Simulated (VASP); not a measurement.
# Ti (Fm-3m) in VASP: further runs

The runs below take Ti through single point, relaxation of cell and atoms, with PBEsol.

All numbers are computed with VASP 6.6.1; they aren't measurements. Logs are shortened: lines on timing, memory, paths and dates and some standing lists are left out, and cuts for length are marked.

### 1 The cell of the first run

It takes space group Fm-3m (No. 225, cubic). The conventional cell has a = 4.091 Å, b = 4.091 Å, c = 4.091 Å, α = 90.00°, β = 90.00°, γ = 90.00°. Within 3.8 Å of Ti (site symmetry m-3m) lie 12 Ti at 2.89 Å.

### 2 Single point, PBEsol (volume scaled by 1.02)

File INCAR:

```
ALGO = Fast
EDIFF = 1E-6
ENCUT = 520
GGA = PS
ISIF = 2
ISMEAR = -1
LASPH = T
LCHARG = F
LREAL = F
LWAVE = F
NBANDS = 12
NELM = 100
PREC = Accurate
SIGMA = 0.15
```

File KPOINTS:

```
k-points
0
Gamma
  20 20 20
```

File POSCAR:

```
Ti
1.0
    0.0000000000      2.0453006594      2.0453006594
    2.0453006594      0.0000000000      2.0453006594
    2.0453006594      2.0453006594      0.0000000000
Ti
1
Direct
    0.0000000000      0.0000000000      0.0000000000
```

Potentials or basis: VASP PAW PBE potentials, release 64 (Ti_sv).

Launch:

```console
$ cat potpaw_PBE.64/Ti_sv/POTCAR > POTCAR
$ mpirun -np 1 vasp_std > vasp.out
```

OUTCAR:

```text
EDIFF = 1E-6
   ENCUT = 520
   GGA = PS
   ISIF = 2
   ISMEAR = -1
   LASPH = T
   LREAL = F
   NELM = 100
   PREC = Accurate

 ion  position               nearest neighbor table
   1  0.000  0.000  0.000-

  LATTYP: Found a face centered cubic cell.
 ALAT       =     4.0906013188

  Lattice vectors:

 A1 = (   0.0000000000,   2.0453006594,   2.0453006594)
 A2 = (   2.0453006594,   0.0000000000,   2.0453006594)
 A3 = (   2.0453006594,   2.0453006594,   0.0000000000)

Analysis of symmetry for initial positions (statically):
=====================================================================
 Subroutine PRICEL returns:
 Original cell was already a primitive cell.

 Routine SETGRP: Setting up the symmetry group for a
 face centered cubic supercell.

 Subroutine GETGRP returns: Found 48 space group operations
 (whereof 48 operations were pure point group operations)
 out of a pool of 48 trial point group operations.

The static configuration has the point symmetry O_h .

Analysis of symmetry for dynamics (positions and initial velocities):
=====================================================================
 Subroutine PRICEL returns:
 Original cell was already a primitive cell.

 Routine SETGRP: Setting up the symmetry group for a
 face centered cubic supercell.

 Subroutine GETGRP returns: Found 48 space group operations
 (whereof 48 operations were pure point group operations)
 out of a pool of 48 trial point group operations.

The dynamic configuration has the point symmetry O_h .

 Subroutine INISYM returns: Found 48 space group operations
 (whereof 48 operations are pure point group operations),
 and found     1 'primitive' translations

----------------------------------------------------------------------------------------

                                     Primitive cell

  volume of cell :      17.1120

  direct lattice vectors                    reciprocal lattice vectors
     0.000000000  2.045300659  2.045300659    -0.244462836  0.244462836  0.244462836
     2.045300659  0.000000000  2.045300659     0.244462836 -0.244462836  0.244462836
     2.045300659  2.045300659  0.000000000     0.244462836  0.244462836 -0.244462836

  length of vectors
     2.892491932  2.892491932  2.892491932     0.423422053  0.423422053  0.423422053

  position of ions in fractional coordinates (direct lattice)
     0.000000000  0.000000000  0.000000000

  ion indices of the primitive-cell ions
   primitive index   ion index
                 1           1

----------------------------------------------------------------------------------------
[... 76 lines left out ...]
   ISIF   =      2    stress and relaxation
   ISYM   =      2    0-nonsym 1-usesym 2-fastsym
   POTIM  = 0.5000    time-step for ionic-motion
   TEBEG  =    0.0;   TEEND  =   0.0 temperature during run
   PSTRESS=    0.0 pullay stress
   NELECT =      12.0000    total number of electrons
   NUPDOWN=      -1.0000    fix difference up-down
   EMIN   =  10.00;   EMAX   =-10.00  energy-range for DOS
   EFERMI =   0.00;   METHOD = LEGACY
   ISMEAR =    -1;   SIGMA  =   0.15  broadening in eV -4-tet -1-fermi 0-gaus
   EFERMI_NEDOS =   21; number of points for ismear=-14 and -15
   IALGO  =     68    algorithm
   IMIX   =      4    mixing-type and parameters
     AMIX     =   0.40;   BMIX     =  1.00
     AMIX_MAG =   1.60;   BMIX_MAG =  1.00
  volume/ion in A,a.u.               =      17.11       115.48
  Fermi-wavevector in a.u.,A,eV,Ry     =   1.454459  2.748529 28.782450  2.115450
  Thomas-Fermi vector in A             =   2.571607
   LORBIT       =      0    0 simple, 1 ext, 2 COOP (PROOUT), +10 PAW based schemes
   GGA     = PS    functional components
   LHFCALC =     F    Hartree Fock is set to
   AEXX    =    0.0000 exact exchange contribution
   IVDW    =     0    specifies the selected vdW correction
   LEPSILON=     F    determine dielectric tensor
   LRPA    =     F    only Hartree local field effects (RPA)
 non-spin polarized calculation
 RMM-DIIS sequential band-by-band and
  energy-cutoff  :      520.00
  volume of cell :       17.11
 maximum number of plane-waves:       479
 NGX is ok and might be reduce to    24
   NGX = 11   NGY = 11   NGZ = 11

 number of electron      12.0000003 magnetization

 Free energy of the ion-electron system (eV)
  ---------------------------------------------------
  ext. energy  EPLUGINS =         0.00000000
  ---------------------------------------------------
  free energy    TOTEN  =        -8.34163698 eV

  energy without entropy =       -8.21793212  energy(sigma->0) =       -8.27978455

 E-fermi :   8.2551     XC(G=0): -11.7061

 val. band max:        8.2531709026   @ k =  -0.4000   0.3000   0.1500
 cond. band min:       8.2554848793   @ k =  -0.2500   0.2500   0.0500
 fundamental gap:      0.0023139767
 Fermi energy:         8.2551458483

 k-point     1 :       0.0000    0.0000    0.0000
  band No.  band energies     occupation
      1     -48.1878      2.00000
      2     -24.1243      2.00000
      3     -24.1243      2.00000
      4     -24.1243      2.00000
      5       2.1185      2.00000
      6       9.1462      0.00525
      7       9.1462      0.00525
      8       9.1462      0.00525
      9      10.8041      0.00000
     10      10.8041      0.00000
     11      23.6026      0.00000
     12      28.1055      0.00000
[... 331 lines left out ...]
 k-point    24 :      -0.3500    0.0500    0.0000
  band No.  band energies     occupation
      1     -48.0758      2.00000
      2     -24.7184      2.00000
      3     -24.2195      2.00000
      4     -24.1961      2.00000
      5       5.2429      2.00000
      6       8.3029      0.84212
      7       9.1239      0.00609
      8       9.2094      0.00345
      9      11.3502      0.00000
     10      11.7424      0.00000
     11      18.3609      0.00000
     12      23.4158      0.00000

 [... further k-points ...]
[... 5 lines left out ...]
  --------------------------------------------------------------------------------------
  -------------------------------------------------------------------------------------
  Total       -0.2575794     -0.2575794     -0.2575794      0.0000000      0.0000000      0.0000000
  in kB      -24.1168281    -24.1168281    -24.1168281      0.0000000      0.0000000      0.0000000
  external PRESSURE =     -24.1168281 kB  Pullay stress =       0.0000000 kB

 VOLUME and BASIS-vectors are now :
 -----------------------------------------------------------------------------
  energy-cutoff  :      520.00
  volume of cell :       17.11
      direct lattice vectors                 reciprocal lattice vectors
     0.000000000  2.045300659  2.045300659    -0.244462836  0.244462836  0.244462836
     2.045300659  0.000000000  2.045300659     0.244462836 -0.244462836  0.244462836
     2.045300659  2.045300659  0.000000000     0.244462836  0.244462836 -0.244462836

 POSITION                                       TOTAL-FORCE (eV/Angst)
 -----------------------------------------------------------------------------------
      0.00000      0.00000      0.00000        -0.000000      0.000000     -0.000000
 -----------------------------------------------------------------------------------
    total drift:                                0.000000      0.000000      0.000000

  FREE ENERGIE OF THE ION-ELECTRON SYSTEM (eV)
  ---------------------------------------------------
  free  energy   TOTEN  =        -8.3416369832 eV

  energy  without entropy=       -8.2179321209  energy(sigma->0) =       -8.27978455
```

Run time: 29 s. Hardware: 1 thread of Intel Xeon 6975P-C (Granite Rapids), shared host; peak memory 0.17 GiB.

What came out:

| Item | Value |
| --- | --- |
| Free energy | -8.3416 eV |
| Pressure | -2.4 GPa |
| Band gap on the k mesh | zero (band 6 reaches 9.15 eV, above the bottom of band 7 at 7.87 eV) |

Levels at points of the mesh, in eV from the Fermi level:
```csv
k point,band 3,band 4,band 5,band 6,band 7,band 8,band 9,band 10
"(0.00, 0.00, 0.00)",-32.38,-32.38,-6.14,0.89,0.89,0.89,2.55,2.55
"(0.50, 0.00, 0.00)",-32.47,-32.47,-2.63,0.68,0.76,0.76,3.66,3.66
"(0.50, 0.50, 0.00)",-32.63,-32.63,-2.64,-1.75,2.90,3.64,3.95,3.95
```

Caveat: the cell differs from its parent crystal (volume scaled by 1.02); the PAW data sets were made with another functional, which shifts forces and pressure a little.

### 3 Relaxation of cell and atoms, PBEsol, target pressure 22 GPa, at which the enthalpy is minimised

This run uses another cell than the first one, of 15.41 Å³/atom, 0.901 times its volume.

File INCAR:

```
SYSTEM = Ti
ALGO = Fast ; EDIFF = 1E-7
EDIFFG = -0.001 ; ENCUT = 600
GGA = PS ; IBRION = 2
ISIF = 3 ; ISMEAR = -1
LASPH = .TRUE. ; LCHARG = .FALSE.
LREAL = .FALSE. ; LWAVE = .FALSE.
NELM = 60 ; NSW = 80
PREC = Accurate ; PSTRESS = 220.0
SIGMA = 0.15
```

File KPOINTS:

```
k-points
0
G
  20 20 20
  0 0 0
```

File POSCAR:

```
Ti
1.0
    0.0000000000      1.9753191670      1.9753191670
    1.9753191670      0.0000000000      1.9753191670
    1.9753191670      1.9753191670      0.0000000000
Ti
1
Direct
    0.0000000000      0.0000000000      0.0000000000
```

Potentials or basis: VASP PAW PBE potentials, release 64 (Ti_sv).

Launch:

```console
$ cat potpaw_PBE.64/Ti_sv/POTCAR > POTCAR
$ mpirun -np 1 vasp_std > vasp.out
```

Run time: 4.6 min. Hardware: 1 thread of Intel Xeon 6975P-C (Granite Rapids), shared host; peak memory 0.21 GiB.

Results (log left out):

```yaml
Free_energy: -8.1972 eV
Relaxed_volume: 14.36 Å³/atom
Relaxed_cell: a = 2.728 Å, b = 2.728 Å, c = 2.728 Å, α = 60.00°, β = 60.00°, γ = 60.00°
Space_group_after_relaxing_to_0.05_Å: Fm-3m (No. 225)
Energy_change_on_relaxing_the_enthalpy_is_what_falls: +105.4 meV/atom
Ionic_steps: 8
Pressure_after_relaxing: 22.0 GPa
Band_gap_on_the_k_mesh: zero (band 6 reaches 11.23 eV, above the bottom of band 7 at 9.82 eV)
```

The path:
```csv
step,energy change (eV),largest force (eV/Å),pressure (GPa),volume (Å³)
1,0.0000,0.0000,10.37,15.41
2,0.3613,0.0000,41.67,13.05
3,0.1014,0.0000,21.68,14.39
4,0.1047,0.0000,21.95,14.37
5,0.1075,0.0000,22.20,14.35
6,0.1030,0.0000,21.88,14.38
7,0.1051,0.0000,21.98,14.36
8,0.1054,0.0000,22.01,14.36
```

Final structure:
```xyz
1
Lattice="0.0000 1.9292 1.9292 1.9292 0.0000 1.9292 1.9292 1.9292 0.0000" Properties=species:S:1:pos:R:3 pbc="T T T"
Ti    0.0000    0.0000    0.0000
```

Levels at points of the mesh, in eV from the Fermi level:
```csv
k point,band 3,band 4,band 5,band 6,band 7,band 8,band 9,band 10
"(0.00, 0.00, 0.00)",-31.85,-31.85,-6.49,0.97,0.97,0.97,3.07,3.07
"(0.50, 0.00, 0.00)",-32.00,-32.00,-3.07,0.79,0.79,1.26,4.49,4.49
"(0.50, 0.50, 0.00)",-32.27,-32.27,-3.34,-2.32,3.89,4.47,4.87,4.87
```

Caveat: the cell is relaxed towards a set pressure, so the enthalpy falls and the energy may rise; the PAW data sets were made with another functional, which shifts forces and pressure a little.

### 4 Relaxation of cell and atoms, PBEsol

This run uses another cell than the first one, of 16.68 Å³/atom, 0.975 times its volume.

File INCAR:

```
PREC = Accurate
ENCUT = 600
EDIFF = 1E-6
ISMEAR = -1
SIGMA = 0.15
LREAL = F
LASPH = T
NELM = 100
ALGO = Normal
ISIF = 3
LWAVE = F
LCHARG = F
GGA = PS
IBRION = 2
NSW = 80
EDIFFG = -0.001
```

File KPOINTS:

```
Automatic mesh
0
Gamma
  20 20 20
```

File POSCAR:

```
Ti
1.0
    0.0000000000      2.0279211513      2.0279211513
    2.0279211513      0.0000000000      2.0279211513
    2.0279211513      2.0279211513      0.0000000000
Ti
1
Direct
    0.0000000000      0.0000000000      0.0000000000
```

Launch:

```console
$ cat potpaw_PBE.64/Ti_sv/POTCAR > POTCAR
$ mpirun -np 1 vasp_std > vasp.out
```

Run time: 35 s. Hardware: 1 thread of Intel Xeon 6975P-C (Granite Rapids), shared host; peak memory 0.18 GiB.

The run converged. Its results:

- Free energy: -8.3441 eV
- Relaxed volume: 16.73 Å³/atom
- Relaxed cell: a = 2.871 Å, b = 2.871 Å, c = 2.871 Å, α = 60.00°, β = 60.00°, γ = 60.00°
- Space group after relaxing (to 0.05 Å): Fm-3m (No. 225)
- Energy gained by relaxing: 0.1 meV/atom
- Ionic steps: 4
- Pressure after relaxing: 0.0 GPa
- Band gap on the k mesh: zero (band 6 reaches 9.40 eV, above the bottom of band 7 at 8.11 eV)

Final structure:
```cif
data_structure
_symmetry_space_group_name_H-M 'P 1'
_symmetry_Int_Tables_number 1
_cell_length_a 2.8708
_cell_length_b 2.8708
_cell_length_c 2.8708
_cell_angle_alpha 60.000
_cell_angle_beta 60.000
_cell_angle_gamma 60.000
_cell_volume 16.73
loop_
_atom_site_label
_atom_site_type_symbol
_atom_site_fract_x
_atom_site_fract_y
_atom_site_fract_z
_atom_site_occupancy
Ti1 Ti 0.00000 0.00000 0.00000 1
```

Levels at points of the mesh, in eV from the Fermi level:
```
           k point  band 3  band 4  band 5  band 6  band 7  band 8  band 9  band 10
(0.00, 0.00, 0.00)  -32.31  -32.31   -6.19    0.90    0.90    0.90    2.61     2.61
(0.50, 0.00, 0.00)  -32.41  -32.41   -2.68    0.74    0.77    0.77    3.76     3.76
(0.50, 0.50, 0.00)  -32.58  -32.58   -2.72   -1.81    3.01    3.74    4.06     4.06
```

Caveat: the PAW data sets were made with another functional, which shifts forces and pressure a little. Zero-point motion and thermal expansion aren't in these numbers.

### 5 Single point, PBEsol

This run uses another cell than the first one, of 16.68 Å³/atom, 0.975 times its volume.

File INCAR:

```
SYSTEM = Ti
ALGO = Fast ; EDIFF = 1E-6
ENCUT = 520 ; GGA = PS
ISIF = 2 ; ISMEAR = 0
LASPH = .TRUE. ; LCHARG = .FALSE.
LREAL = .FALSE. ; LWAVE = .FALSE.
NBANDS = 12 ; NELM = 80
PREC = Accurate ; SIGMA = 0.15
```

File KPOINTS:

```
k-points
0
G
  14 14 14
  0 0 0
```

File POSCAR:

```
Ti
1.0
    0.0000000000      2.0279211515      2.0279211515
    2.0279211515      0.0000000000      2.0279211515
    2.0279211515      2.0279211515      0.0000000000
Ti
1
Direct
    0.0000000000      0.0000000000      0.0000000000
```

Launch:

```console
$ cat potpaw_PBE.64/Ti_sv/POTCAR > POTCAR
$ mpirun -np 1 vasp_std > vasp.out
```

Wall time 24 s (1 thread of Intel Xeon 6975P-C, shared host); peak memory 0.15 GiB.

It converged, with:

```yaml
Free_energy: -8.2922 eV
Pressure: -0.2 GPa
Band_gap_on_the_k_mesh: zero (band 6 reaches 9.43 eV, above the bottom of band 7 at 8.10 eV)
```

Levels at points of the mesh, in eV from the Fermi level:
| k point | band 2 | band 3 | band 4 | band 5 | band 6 | band 7 | band 8 | band 9 | band 10 | band 11 |
| --- | --- | --- | --- | --- | --- | --- | --- | --- | --- | --- |
| (0.00, 0.00, 0.00) | -32.31 | -32.31 | -32.31 | -6.19 | 0.90 | 0.90 | 0.90 | 2.62 | 2.62 | 15.49 |
| (0.50, 0.00, 0.00) | -33.08 | -32.41 | -32.41 | -2.69 | 0.75 | 0.77 | 0.77 | 3.77 | 3.77 | 8.61 |
| (0.50, 0.50, 0.00) | -33.03 | -32.58 | -32.58 | -2.73 | -1.82 | 3.03 | 3.75 | 4.07 | 4.07 | 12.13 |

Caveat: the PAW data sets were made with another functional, which shifts forces and pressure a little.

### 6 Summary

| task | cell | k mesh | cutoff (eV) | smearing | gap on the mesh (eV) | pressure (GPa) |
| --- | --- | --- | --- | --- | --- | --- |
| single point | a = 2.892 Å, angles 60.0°, 1 atom | 20 × 20 × 20 | 520 | fermi-dirac 0.15 eV | none | -2.4 |
| relaxation of cell and atoms | relaxed to 22 GPa from a = 2.794 Å, angles 60.0°, 1 atom | 20 × 20 × 20 | 600 | fermi-dirac 0.15 eV | none | 22.0 |
| relaxation of cell and atoms | relaxed from a = 2.868 Å, angles 60.0°, 1 atom | 20 × 20 × 20 | 600 | fermi-dirac 0.15 eV | none | 0.0 |
| single point | a = 2.868 Å, angles 60.0°, 1 atom | 14 × 14 × 14 | 520 | gaussian 0.15 eV | none | -0.2 |

Alike in all rows: level PBEsol; potentials or basis VASP PAW PBE potentials, release 64 (Ti_sv); no spin polarisation.

Caveats: the PAW data sets were made with another functional, which shifts forces and pressure a little; the cell is relaxed towards a set pressure, so the enthalpy falls and the energy may rise (some runs).

Absolute energies hang on the potentials; compare differences alone.
